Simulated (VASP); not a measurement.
# Pt (P6_3/mmc) in VASP: further runs

Runs on Pt. Level: r2SCAN. Tasks: single point.

All numbers are computed with VASP 6.6.1; they aren't measurements. Logs are shortened: lines on timing, memory, paths and dates and some standing lists are left out, and cuts for length are marked.

## Step 1: The cell of the first run

Symmetry: P6_3/mmc, No. 194, hexagonal system. The conventional cell has a = 2.704 Å, b = 2.704 Å, c = 4.694 Å, α = 90.00°, β = 90.00°, γ = 120.00°. Within 3.6 Å of Pt (site symmetry -6m2) lie 12 Pt at 2.70 to 2.82 Å.

This isn't the form of Pt at room conditions, which is fcc.

## Step 2: Single point, r2SCAN (14.87 Å³/atom)

The input, POSCAR:

```
Pt
1.0
    2.7043096880      0.0000000000      0.0000000000
   -1.3521548440      2.3420008895      0.0000000000
    0.0000000000      0.0000000000      4.6943078975
Pt
2
Direct
    0.3333333333      0.6666666667      0.2500000000
    0.6666666667      0.3333333333      0.7500000000
```

The input, INCAR.step1:

```
SYSTEM = Pt
PREC     = Accurate       ! precision mode
ENCUT    = 550            ! plane-wave cutoff, eV
ISMEAR   = -1             ! smearing method
SIGMA    = 0.05           ! smearing width, eV
LREAL    = .FALSE.        ! projectors in reciprocal space
LASPH    = .TRUE.         ! aspherical terms in the spheres
NELM     = 120            ! most SCF steps
NBANDS   = 17             ! bands
GGA      = PE             ! functional
ALGO     = Normal         ! electronic algorithm
EDIFF    = 1E-5           ! SCF threshold, eV
LWAVE    = .TRUE.         ! write WAVECAR
LCHARG   = .FALSE.        ! write CHGCAR
GGA_COMPAT= .FALSE.
```

The input, INCAR.step2:

```
SYSTEM = Pt
PREC     = Accurate       ! precision mode
ENCUT    = 550            ! plane-wave cutoff, eV
EDIFF    = 1E-6           ! SCF threshold, eV
ISMEAR   = -1             ! smearing method
SIGMA    = 0.05           ! smearing width, eV
LREAL    = .FALSE.        ! projectors in reciprocal space
LASPH    = .TRUE.         ! aspherical terms in the spheres
NELM     = 120            ! most SCF steps
ALGO     = Normal         ! electronic algorithm
ISIF     = 2              ! what is computed and relaxed
LWAVE    = .FALSE.        ! write WAVECAR
LCHARG   = .FALSE.        ! write CHGCAR
METAGGA  = R2SCAN         ! meta-GGA
LMIXTAU  = .TRUE.       
NBANDS   = 17             ! bands
ISTART   = 1            
GGA_COMPAT= .FALSE.
```

The input, KPOINTS:

```
regular mesh
0
G
  11 11 6
  0 0 0
```

Potentials or basis: VASP PAW PBE potentials, release 64 (Pt).

The run is started by

```bash
cat potpaw_PBE.64/Pt/POTCAR > POTCAR
cp INCAR.step1 INCAR
mpirun -np 1 vasp_std > vasp.out
cp INCAR.step2 INCAR
mpirun -np 1 vasp_std > vasp.out
```

OUTCAR:

```text
SYSTEM = Pt
   PREC = Accurate
   ENCUT = 550
   EDIFF = 1E-6
   ISMEAR = -1
   LREAL = .FALSE.
   LASPH = .TRUE.
   NELM = 120
   ISIF = 2
   METAGGA = R2SCAN
   ISTART = 1

 ion  position               nearest neighbor table
   1  0.333  0.667  0.250-   2 2.82   2 2.82   2 2.82   2 2.82   2 2.82   2 2.82
   2  0.667  0.333  0.750-   1 2.82   1 2.82   1 2.82   1 2.82   1 2.82   1 2.82

  LATTYP: Found a hexagonal cell.
 ALAT       =     2.7043096880
 C/A-ratio  =     1.7358618054

  Lattice vectors:

 A1 = (   2.7043096880,   0.0000000000,   0.0000000000)
 A2 = (  -1.3521548440,   2.3420008895,   0.0000000000)
 A3 = (   0.0000000000,   0.0000000000,   4.6943078975)

Analysis of symmetry for initial positions (statically):
=====================================================================
 Subroutine PRICEL returns:
 Original cell was already a primitive cell.

 Routine SETGRP: Setting up the symmetry group for a
 hexagonal supercell.

 Subroutine GETGRP returns: Found 24 space group operations
 (whereof 12 operations were pure point group operations)
 out of a pool of 24 trial point group operations.

The static configuration has the point symmetry D_3d.
 The point group associated with its full space group is D_6h.

Analysis of symmetry for dynamics (positions and initial velocities):
=====================================================================
 Subroutine PRICEL returns:
 Original cell was already a primitive cell.

 Routine SETGRP: Setting up the symmetry group for a
 hexagonal supercell.

 Subroutine GETGRP returns: Found 24 space group operations
 (whereof 12 operations were pure point group operations)
 out of a pool of 24 trial point group operations.

The dynamic configuration has the point symmetry D_3d.
 The point group associated with its full space group is D_6h.

 Subroutine INISYM returns: Found 24 space group operations
 (whereof 12 operations are pure point group operations),
 and found     1 'primitive' translations

----------------------------------------------------------------------------------------

                                     Primitive cell

  volume of cell :      29.7314

  direct lattice vectors                    reciprocal lattice vectors
     2.704309688  0.000000000  0.000000000     0.369780134  0.213492660  0.000000000
    -1.352154844  2.342000889  0.000000000     0.000000000  0.426985320  0.000000000
     0.000000000  0.000000000  4.694307897     0.000000000  0.000000000  0.213023948

  length of vectors
     2.704309688  2.704309688  4.694307897     0.426985320  0.426985320  0.213023948

  position of ions in fractional coordinates (direct lattice)
     0.333333333  0.666666667  0.250000000
     0.666666667  0.333333333  0.750000000

  ion indices of the primitive-cell ions
   primitive index   ion index
                 1           1
                 2           2

----------------------------------------------------------------------------------------

 KPOINTS: regular mesh

Automatic generation of k-mesh.
 Grid dimensions read from file:
 generate k-points for:   11   11    6

 Generating k-lattice:

  Cartesian coordinates                     Fractional coordinates (reciprocal lattice)
     0.033616376  0.019408424  0.000000000     0.090909091  0.000000000  0.000000000
     0.000000000  0.038816847  0.000000000     0.000000000  0.090909091  0.000000000
     0.000000000  0.000000000  0.035503991     0.000000000  0.000000000  0.166666667

  Length of vectors
     0.038816847  0.038816847  0.035503991

  Shift w.r.t. Gamma in fractional coordinates (k-lattice)
     0.000000000  0.000000000  0.000000000

 Subroutine IBZKPT returns following result:
 ===========================================

 Found     64 irreducible k-points:

 Following reciprocal coordinates:
            Coordinates               Weight
  0.000000  0.000000  0.000000      1.000000
  0.090909  0.000000  0.000000      6.000000
  0.181818  0.000000  0.000000      6.000000
  0.272727  0.000000  0.000000      6.000000
  0.363636  0.000000  0.000000      6.000000
  0.454545  0.000000  0.000000      6.000000
[... 16 lines left out ...]
  0.090909  0.090909  0.166667     12.000000
  0.181818  0.090909  0.166667     24.000000
 [... further k-points ...]
   k-points           NKPTS =     64   k-points in BZ     NKDIM =     64   number of bands    NBANDS=     17
   number of dos      NEDOS =    301   number of ions     NIONS =      2
   total plane-waves  NPLWV =  20736
   dimension x,y,z NGX =    24 NGY =   24 NGZ =   36
   dimension x,y,z NGXF=    48 NGYF=   48 NGZF=   72
   ions per type =               2
   NGX,Y,Z   is equivalent  to a cutoff of  14.75, 14.75, 12.75 a.u.
   NGXF,Y,Z  is equivalent  to a cutoff of  29.51, 29.51, 25.50 a.u.
 SYSTEM =  Pt
   PREC   = accura    normal or accurate (medium, high low for compatibility)
   ISTART =      1    job   : 0-new  1-cont  2-samecut
   ICHARG =      0    charge: 1-file 2-atom 10-const
   ISPIN  =      1    spin polarized calculation?
   LNONCOLLINEAR =      F non collinear calculations
   LSORBIT =      F    spin-orbit coupling
   LASPH  =      T    aspherical Exc in radial PAW
   ENCUT  =  550.0 eV  40.42 Ry    6.36 a.u.   5.17  5.17  8.98*2*pi/ulx,y,z
   NELM   =    120;   NELMIN=  2; NELMDL=  0     # of ELM steps
   EDIFF  = 0.1E-05   stopping-criterion for ELM
   LREAL  =      F    real-space projection
   EDIFFG = 0.1E-04   stopping-criterion for IOM
   NSW    =      0    number of steps for IOM
   IBRION =     -1    ionic relax: 0-MD 1-quasi-New 2-CG
   NFREE  =      0    steps in history (QN), initial steepest desc. (CG)
   ISIF   =      2    stress and relaxation
   ISYM   =      2    0-nonsym 1-usesym 2-fastsym
   POTIM  = 0.5000    time-step for ionic-motion
   TEBEG  =    0.0;   TEEND  =   0.0 temperature during run
   PSTRESS=    0.0 pullay stress
   NELECT =      20.0000    total number of electrons
   NUPDOWN=      -1.0000    fix difference up-down
   EMIN   =  10.00;   EMAX   =-10.00  energy-range for DOS
   EFERMI =   0.00;   METHOD = LEGACY
   ISMEAR =    -1;   SIGMA  =   0.05  broadening in eV -4-tet -1-fermi 0-gaus
   EFERMI_NEDOS =   21; number of points for ismear=-14 and -15
   IALGO  =     38    algorithm
   IMIX   =      4    mixing-type and parameters
     AMIX     =   0.40;   BMIX     =  1.00
     AMIX_MAG =   1.60;   BMIX_MAG =  1.00
  volume/ion in A,a.u.               =      14.87       100.32
  Fermi-wavevector in a.u.,A,eV,Ry     =   1.434431  2.710682 27.995262  2.057594
  Thomas-Fermi vector in A             =   2.553841
   LORBIT       =      0    0 simple, 1 ext, 2 COOP (PROOUT), +10 PAW based schemes
   METAGGA = R2SCAN    functional components
   LHFCALC =     F    Hartree Fock is set to
   AEXX    =    0.0000 exact exchange contribution
   IVDW    =     0    specifies the selected vdW correction
   LEPSILON=     F    determine dielectric tensor
   LRPA    =     F    only Hartree local field effects (RPA)
 non-spin polarized calculation
  energy-cutoff  :      550.00
  volume of cell :       29.73
 maximum number of plane-waves:       893
 NGX is ok and might be reduce to    24
   NGX = 11   NGY = 11   NGZ = 17

 number of electron      19.9999998 magnetization

 Free energy of the ion-electron system (eV)
  ---------------------------------------------------
  ext. energy  EPLUGINS =         0.00000000
  ---------------------------------------------------
  free energy    TOTEN  =      -102.83809417 eV

  energy without entropy =     -102.80811195  energy(sigma->0) =     -102.82310306

 E-fermi :  11.2637     XC(G=0): -14.7259

 val. band max:       11.2621134377   @ k =   0.3636   0.0909   0.0000
 cond. band min:      11.2741943102   @ k =   0.2727   0.2727   0.5000
 fundamental gap:      0.0120808724
 Fermi energy:        11.2637403513

 k-point     1 :       0.0000    0.0000    0.0000
  band No.  band energies     occupation
      1       0.6302      2.00000
      2       3.3502      2.00000
      3       6.7954      2.00000
      4       7.3711      2.00000
      5       7.3711      2.00000
      6       7.7865      2.00000
[... 9 lines left out ...]
     16      29.4995      0.00000
     17      34.0355      0.00000

 k-point     2 :       0.0909    0.0000    0.0000
  band No.  band energies     occupation
      1       0.9600      2.00000
      2       3.6528      2.00000
      3       6.7384      2.00000
      4       7.3775      2.00000
      5       7.6307      2.00000
      6       7.6341      2.00000
[... 9 lines left out ...]
     16      29.9283      0.00000
     17      32.4011      0.00000

 k-point     3 :       0.1818    0.0000    0.0000
  band No.  band energies     occupation
      1       1.8711      2.00000
      2       4.3675      2.00000
      3       6.4846      2.00000
      4       7.1364      2.00000
      5       7.2633      2.00000
      6       7.9331      2.00000
[... 9 lines left out ...]
     16      30.2790      0.00000
     17      30.2835      0.00000

 k-point     4 :       0.2727    0.0000    0.0000
  band No.  band energies     occupation
      1       3.0559      2.00000
      2       4.6595      2.00000
      3       6.0896      2.00000
      4       6.7249      2.00000
      5       6.9691      2.00000
      6       8.1206      2.00000
[... 9 lines left out ...]
     16      28.0071      0.00000
     17      30.8390      0.00000

 k-point     5 :       0.3636    0.0000    0.0000
  band No.  band energies     occupation
      1       3.8631      2.00000
      2       4.3524      2.00000
      3       5.2764      2.00000
      4       7.1124      2.00000
      5       7.6729      2.00000
      6       7.8363      2.00000
[... 9 lines left out ...]
     16      26.6335      0.00000
     17      26.6846      0.00000

 k-point     6 :       0.4545    0.0000    0.0000
  band No.  band energies     occupation
      1       4.0104      2.00000
      2       4.1498      2.00000
      3       4.8610      2.00000
      4       7.4245      2.00000
      5       7.6887      2.00000
      6       7.8104      2.00000
[... 9 lines left out ...]
     16      24.3929      0.00000
     17      25.7397      0.00000
[... 281 lines left out ...]
 k-point    21 :       0.3636    0.0000    0.1667
  band No.  band energies     occupation
      1       3.8018      2.00000
      2       4.3939      2.00000
      3       5.4683      2.00000
      4       6.3667      2.00000
      5       7.7905      2.00000
      6       8.0314      2.00000
[... 9 lines left out ...]
     16      26.2688      0.00000
     17      27.4837      0.00000

 k-point    22 :       0.4545    0.0000    0.1667
  band No.  band energies     occupation
      1       3.8699      2.00000
      2       4.1005      2.00000
      3       5.2237      2.00000
      4       6.3857      2.00000
      5       7.8671      2.00000
      6       8.0847      2.00000
[... 9 lines left out ...]
     16      24.9553      0.00000
     17      26.0493      0.00000

 k-point    23 :       0.0909    0.0909    0.1667
  band No.  band energies     occupation
      1       1.8282      2.00000
      2       4.1985      2.00000
      3       6.5499      2.00000
      4       6.9716      2.00000
      5       7.2134      2.00000
      6       7.7833      2.00000
[... 9 lines left out ...]
     16      29.3806      0.00000
     17      30.0242      0.00000

 k-point    24 :       0.1818    0.0909    0.1667
  band No.  band energies     occupation
      1       2.8802      2.00000
      2       4.9391      2.00000
      3       6.1810      2.00000
      4       6.3354      2.00000
      5       6.9618      2.00000
      6       7.6064      2.00000
[... 9 lines left out ...]
     16      28.9462      0.00000
     17      29.9030      0.00000

 [... further k-points ...]
[... 5 lines left out ...]
  --------------------------------------------------------------------------------------
  -------------------------------------------------------------------------------------
  Total        2.3228650      2.3228650      1.8486015      0.0000000      0.0000000      0.0000000
  in kB      125.1755455    125.1755455     99.6182324      0.0000000      0.0000000      0.0000000
  external PRESSURE =     116.6564412 kB  Pullay stress =       0.0000000 kB

 VOLUME and BASIS-vectors are now :
 -----------------------------------------------------------------------------
  energy-cutoff  :      550.00
  volume of cell :       29.73
      direct lattice vectors                 reciprocal lattice vectors
     2.704309688  0.000000000  0.000000000     0.369780134  0.213492660  0.000000000
    -1.352154844  2.342000889  0.000000000     0.000000000  0.426985320  0.000000000
     0.000000000  0.000000000  4.694307897     0.000000000  0.000000000  0.213023948

 POSITION                                       TOTAL-FORCE (eV/Angst)
 -----------------------------------------------------------------------------------
     -0.00000      1.56133      1.17358         0.000000      0.000000      0.000000
      1.35215      0.78067      3.52073        -0.000000     -0.000000      0.000000
 -----------------------------------------------------------------------------------
    total drift:                                0.000000     -0.000000      0.000000

  FREE ENERGIE OF THE ION-ELECTRON SYSTEM (eV)
  ---------------------------------------------------
  free  energy   TOTEN  =      -102.8380941737 eV

  energy  without entropy=     -102.8081119471  energy(sigma->0) =     -102.82310306
```

Run time: 3.7 min. Hardware: 1 thread of AMD EPYC 7R43 (Zen 3), shared host; peak memory 0.14 GiB.

Results:

```
Free energy            : -102.8381 eV
Pressure               : 11.7 GPa
Band gap on the k mesh : zero (bands 10 and 11 overlap by 1.42 eV)
```

Caveat: the cell stands under pressure; the PAW data sets were made with another functional, which shifts forces and pressure a little; spin-orbit coupling is left out, which moves the levels of the heavy elements.

[end of part 1 of 2]
